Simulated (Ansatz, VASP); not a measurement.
## TiSi in VASP and in Ansatz

```
Si Ti
1.0
     2.23225   -3.86637    0.00000
    -4.46450    0.00000    0.00000
     0.00000    0.00000   -5.09282
Si Ti
3 3
Direct
  0.00000 0.00000 0.50000
  0.33333 0.66667 0.25662
  0.33333 0.66667 0.74338
  0.00000 0.00000 0.00000
  0.66667 0.33333 0.25030
  0.66667 0.33333 0.74970
```

Alike in both runs: functional PBEsol; k mesh 12 × 12 × 8; occupations gaussian, width 0.1 eV; no spin polarisation.

Ansatz relaxed the structure, and its values are those at the end. VASP's run is a single point on that final structure, the one shown.

```csv
,VASP,Ansatz
version,VASP 6.6.1,Ansatz 0.2.0
potentials or method,"VASP PAW PBE potentials, release 64 (Si, Ti_sv), cutoff 520 eV","scalar-relativistic, plane waves, PAW"
valence electrons in the cell,48,48
```

|  | VASP | Ansatz | Ansatz less VASP |
| --- | --- | --- | --- |
| gap on the k mesh at the Fermi level (eV) | none | none | - |
| pressure (GPa) | 0.0 | 0.0 | 0.00 |

VASP's potentials were made for PBE, not for PBEsol. A gap of «none» marks a metal or a gap that the smearing closes.
